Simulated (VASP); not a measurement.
# Cu (P6/mmm) in VASP: further runs

Runs on Cu. Level: PBE. Tasks: single point.

Everything below comes from runs of VASP 6.6.1. Logs are shortened: lines on timing, memory, paths and dates and some standing lists are left out, and cuts for length are marked.

## (1) The cell of the first run

Symmetry: P6/mmm, No. 191, hexagonal system. Conventional cell: a = 2.425 Å, b = 2.425 Å, c = 2.350 Å, α = 90.00°, β = 90.00°, γ = 120.00°. Cu (site symmetry 6/mmm) has 8 Cu at 2.35 to 2.43 Å within 3.1 Å.

## (2) Single point, PBE (volume scaled by 0.92)

Input file INCAR:

```
SYSTEM = Cu
ALGO     = Normal         ! electronic algorithm
EDIFF    = 1E-6           ! SCF threshold, eV
ENCUT    = 520            ! plane-wave cutoff, eV
GGA      = PE             ! functional
ISIF     = 2              ! what is computed and relaxed
ISMEAR   = -1             ! smearing method
LASPH    = .True.         ! aspherical terms in the spheres
LCHARG   = .False.        ! write CHGCAR
LREAL    = .False.        ! projectors in reciprocal space
LWAVE    = .False.        ! write WAVECAR
NBANDS   = 12             ! bands
NELM     = 60             ! most SCF steps
PREC     = Accurate       ! precision mode
SIGMA    = 0.05           ! smearing width, eV
```

Input file KPOINTS:

```
k-points
0
Gamma
  17 17 16
  0 0 0
```

Input file POSCAR:

```
Cu
1.0
    2.4253202342      0.0000000000      0.0000000000
   -1.2126601171      2.1003889351      0.0000000000
    0.0000000000      0.0000000000      2.3497805009
Cu
1
Direct
    0.0000000000      0.0000000000      0.0000000000
```

Potentials or basis: VASP PAW PBE potentials, release 64 (Cu).

The run is started by

```bash
cat potpaw_PBE.64/Cu/POTCAR > POTCAR
mpirun -np 1 vasp_std > vasp.out
```

OUTCAR:

```text
SYSTEM = Cu
   EDIFF = 1E-6
   ENCUT = 520
   GGA = PE
   ISIF = 2
   ISMEAR = -1
   LASPH = .True.
   LREAL = .False.
   NELM = 60
   PREC = Accurate

 ion  position               nearest neighbor table
   1  0.000  0.000  0.000-

  LATTYP: Found a hexagonal cell.
 ALAT       =     2.4253202342
 C/A-ratio  =     0.9688537075

  Lattice vectors:

 A1 = (   2.4253202342,   0.0000000000,   0.0000000000)
 A2 = (  -1.2126601171,   2.1003889351,   0.0000000000)
 A3 = (   0.0000000000,   0.0000000000,   2.3497805009)

Analysis of symmetry for initial positions (statically):
=====================================================================
 Subroutine PRICEL returns:
 Original cell was already a primitive cell.

 Routine SETGRP: Setting up the symmetry group for a
 hexagonal supercell.

 Subroutine GETGRP returns: Found 24 space group operations
 (whereof 24 operations were pure point group operations)
 out of a pool of 24 trial point group operations.

The static configuration has the point symmetry D_6h.

Analysis of symmetry for dynamics (positions and initial velocities):
=====================================================================
 Subroutine PRICEL returns:
 Original cell was already a primitive cell.

 Routine SETGRP: Setting up the symmetry group for a
 hexagonal supercell.

 Subroutine GETGRP returns: Found 24 space group operations
 (whereof 24 operations were pure point group operations)
 out of a pool of 24 trial point group operations.

The dynamic configuration has the point symmetry D_6h.

 Subroutine INISYM returns: Found 24 space group operations
 (whereof 24 operations are pure point group operations),
 and found     1 'primitive' translations

----------------------------------------------------------------------------------------

                                     Primitive cell

  volume of cell :      11.9701

  direct lattice vectors                    reciprocal lattice vectors
     2.425320234  0.000000000  0.000000000     0.412316685  0.238051149  0.000000000
    -1.212660117  2.100388935  0.000000000     0.000000000  0.476102299  0.000000000
     0.000000000  0.000000000  2.349780501     0.000000000  0.000000000  0.425571665

  length of vectors
     2.425320234  2.425320234  2.349780501     0.476102299  0.476102299  0.425571665

  position of ions in fractional coordinates (direct lattice)
     0.000000000  0.000000000  0.000000000

  ion indices of the primitive-cell ions
   primitive index   ion index
                 1           1

----------------------------------------------------------------------------------------

 KPOINTS: k-points

Automatic generation of k-mesh.
 Grid dimensions read from file:
 generate k-points for:   17   17   16

 Generating k-lattice:

  Cartesian coordinates                     Fractional coordinates (reciprocal lattice)
     0.024253923  0.014003009  0.000000000     0.058823529  0.000000000  0.000000000
     0.000000000  0.028006018  0.000000000     0.000000000  0.058823529  0.000000000
     0.000000000  0.000000000  0.026598229     0.000000000  0.000000000  0.062500000

  Length of vectors
     0.028006018  0.028006018  0.026598229

  Shift w.r.t. Gamma in fractional coordinates (k-lattice)
     0.000000000  0.000000000  0.000000000

 Subroutine IBZKPT returns following result:
 ===========================================

 Found    297 irreducible k-points:

 Following reciprocal coordinates:
            Coordinates               Weight
  0.000000  0.000000  0.000000      1.000000
  0.058824  0.000000  0.000000      6.000000
  0.117647  0.000000  0.000000      6.000000
  0.176471  0.000000  0.000000      6.000000
  0.235294  0.000000  0.000000      6.000000
  0.294118  0.000000  0.000000      6.000000
[... 16 lines left out ...]
  0.411765  0.117647  0.000000     12.000000
  0.176471  0.176471  0.000000      6.000000
 [... further k-points ...]
   k-points           NKPTS =    297   k-points in BZ     NKDIM =    297   number of bands    NBANDS=     12
   number of dos      NEDOS =    301   number of ions     NIONS =      1
   total plane-waves  NPLWV =   5832
   dimension x,y,z NGX =    18 NGY =   18 NGZ =   18
   dimension x,y,z NGXF=    36 NGYF=   36 NGZF=   36
   ions per type =               1
   NGX,Y,Z   is equivalent  to a cutoff of  12.34, 12.34, 12.73 a.u.
   NGXF,Y,Z  is equivalent  to a cutoff of  24.68, 24.68, 25.47 a.u.
 SYSTEM =  Cu
   PREC   = accura    normal or accurate (medium, high low for compatibility)
   ISTART =      0    job   : 0-new  1-cont  2-samecut
   ICHARG =      2    charge: 1-file 2-atom 10-const
   ISPIN  =      1    spin polarized calculation?
   LNONCOLLINEAR =      F non collinear calculations
   LSORBIT =      F    spin-orbit coupling
   LASPH  =      T    aspherical Exc in radial PAW
   ENCUT  =  520.0 eV  38.22 Ry    6.18 a.u.   4.51  4.51  4.37*2*pi/ulx,y,z
   NELM   =     60;   NELMIN=  2; NELMDL= -5     # of ELM steps
   EDIFF  = 0.1E-05   stopping-criterion for ELM
   LREAL  =      F    real-space projection
   EDIFFG = 0.1E-04   stopping-criterion for IOM
   NSW    =      0    number of steps for IOM
   IBRION =     -1    ionic relax: 0-MD 1-quasi-New 2-CG
   NFREE  =      0    steps in history (QN), initial steepest desc. (CG)
   ISIF   =      2    stress and relaxation
   ISYM   =      2    0-nonsym 1-usesym 2-fastsym
   POTIM  = 0.5000    time-step for ionic-motion
   TEBEG  =    0.0;   TEEND  =   0.0 temperature during run
   PSTRESS=    0.0 pullay stress
   NELECT =      11.0000    total number of electrons
   NUPDOWN=      -1.0000    fix difference up-down
   EMIN   =  10.00;   EMAX   =-10.00  energy-range for DOS
   EFERMI =   0.00;   METHOD = LEGACY
   ISMEAR =    -1;   SIGMA  =   0.05  broadening in eV -4-tet -1-fermi 0-gaus
   EFERMI_NEDOS =   21; number of points for ismear=-14 and -15
   IALGO  =     38    algorithm
   IMIX   =      4    mixing-type and parameters
     AMIX     =   0.40;   BMIX     =  1.00
     AMIX_MAG =   1.60;   BMIX_MAG =  1.00
  volume/ion in A,a.u.               =      11.97        80.78
  Fermi-wavevector in a.u.,A,eV,Ry     =   1.591624  3.007732 34.467170  2.533266
  Thomas-Fermi vector in A             =   2.690135
   LORBIT       =      0    0 simple, 1 ext, 2 COOP (PROOUT), +10 PAW based schemes
   GGA     = PE    functional components
   LHFCALC =     F    Hartree Fock is set to
   AEXX    =    0.0000 exact exchange contribution
   IVDW    =     0    specifies the selected vdW correction
   LEPSILON=     F    determine dielectric tensor
   LRPA    =     F    only Hartree local field effects (RPA)
 non-spin polarized calculation
  energy-cutoff  :      520.00
  volume of cell :       11.97
 maximum number of plane-waves:       334
 NGX is ok and might be reduce to    18
   NGX =  9   NGY =  9   NGZ =  9

 number of electron      11.0000011 magnetization

 Free energy of the ion-electron system (eV)
  ---------------------------------------------------
  ext. energy  EPLUGINS =         0.00000000
  ---------------------------------------------------
  free energy    TOTEN  =        -3.42914568 eV

  energy without entropy =       -3.42725263  energy(sigma->0) =       -3.42819916

 E-fermi :   7.3584     XC(G=0): -12.5964

 val. band max:        7.3410002566   @ k =   0.2353   0.2353   0.1250
 cond. band min:       7.3791630021   @ k =   0.1765   0.0588   0.4375
 fundamental gap:      0.0381627455
 Fermi energy:         7.3584133690

 k-point     1 :       0.0000    0.0000    0.0000
  band No.  band energies     occupation
      1      -1.7950      2.00000
      2       2.9815      2.00000
      3       4.3598      2.00000
      4       4.3598      2.00000
      5       5.8634      2.00000
      6       5.8634      2.00000
      7      24.9671      0.00000
      8      29.6412      0.00000
      9      30.4840      0.00000
     10      32.3287      0.00000
     11      32.3287      0.00000
     12      34.7973      0.00000

 k-point     2 :       0.0588    0.0000    0.0000
  band No.  band energies     occupation
      1      -1.6694      2.00000
      2       3.0073      2.00000
      3       4.3198      2.00000
      4       4.4091      2.00000
      5       5.8279      2.00000
      6       5.8569      2.00000
      7      25.1357      0.00000
      8      29.2016      0.00000
      9      29.6872      0.00000
     10      31.2281      0.00000
     11      31.4496      0.00000
     12      36.0461      0.00000

 k-point     3 :       0.1176    0.0000    0.0000
  band No.  band energies     occupation
      1      -1.2975      2.00000
      2       3.0801      2.00000
      3       4.2119      2.00000
      4       4.5526      2.00000
      5       5.7281      2.00000
      6       5.8385      2.00000
      7      25.6334      0.00000
      8      26.4169      0.00000
      9      29.5534      0.00000
     10      29.5542      0.00000
     11      31.0850      0.00000
     12      38.1609      0.00000
[... 286 lines left out ...]
 k-point    23 :       0.4118    0.1176    0.0000
  band No.  band energies     occupation
      1       2.5574      2.00000
      2       3.4650      2.00000
      3       4.9574      2.00000
      4       4.9740      2.00000
      5       5.5957      2.00000
      6       7.6256      0.00951
      7      11.5436      0.00000
      8      19.9314      0.00000
      9      32.1850      0.00000
     10      32.9149      0.00000
     11      34.1392      0.00000
     12      36.9180      0.00000

 k-point    24 :       0.1765    0.1765    0.0000
  band No.  band energies     occupation
      1       1.2446      2.00000
      2       3.4937      2.00000
      3       3.6336      2.00000
      4       5.2606      2.00000
      5       5.6762      2.00000
      6       5.7102      2.00000
      7      19.5861      0.00000
      8      19.7768      0.00000
      9      29.1519      0.00000
     10      31.1876      0.00000
     11      35.5861      0.00000
     12      38.3218      0.00000

 [... further k-points ...]
[... 5 lines left out ...]
  --------------------------------------------------------------------------------------
  -------------------------------------------------------------------------------------
  Total        0.9340656      0.9340656      0.9101536      0.0000000      0.0000000      0.0000000
  in kB      125.0235637    125.0235637    121.8229650      0.0000000      0.0000000      0.0000000
  external PRESSURE =     123.9566974 kB  Pullay stress =       0.0000000 kB

 VOLUME and BASIS-vectors are now :
 -----------------------------------------------------------------------------
  energy-cutoff  :      520.00
  volume of cell :       11.97
      direct lattice vectors                 reciprocal lattice vectors
     2.425320234  0.000000000  0.000000000     0.412316685  0.238051149  0.000000000
    -1.212660117  2.100388935  0.000000000     0.000000000  0.476102299  0.000000000
     0.000000000  0.000000000  2.349780501     0.000000000  0.000000000  0.425571665

 POSITION                                       TOTAL-FORCE (eV/Angst)
 -----------------------------------------------------------------------------------
      0.00000      0.00000      0.00000         0.000000      0.000000      0.000000
 -----------------------------------------------------------------------------------
    total drift:                                0.000000      0.000000      0.000000

  FREE ENERGIE OF THE ION-ELECTRON SYSTEM (eV)
  ---------------------------------------------------
  free  energy   TOTEN  =        -3.4291456827 eV

  energy  without entropy=       -3.4272526276  energy(sigma->0) =       -3.42819916
```

It took 13 s on 1 thread of Intel Xeon 6975P-C (Granite Rapids), shared host; peak memory 0.14 GiB.

What came out:

| Property | Result |
| --- | --- |
| Free energy | -3.4291 eV |
| Pressure | 12.4 GPa |

Stress tensor (GPa, compression positive):
```
12.50  0.00  0.00
 0.00 12.50  0.00
 0.00  0.00 12.18
```

[end of part 1 of 2]
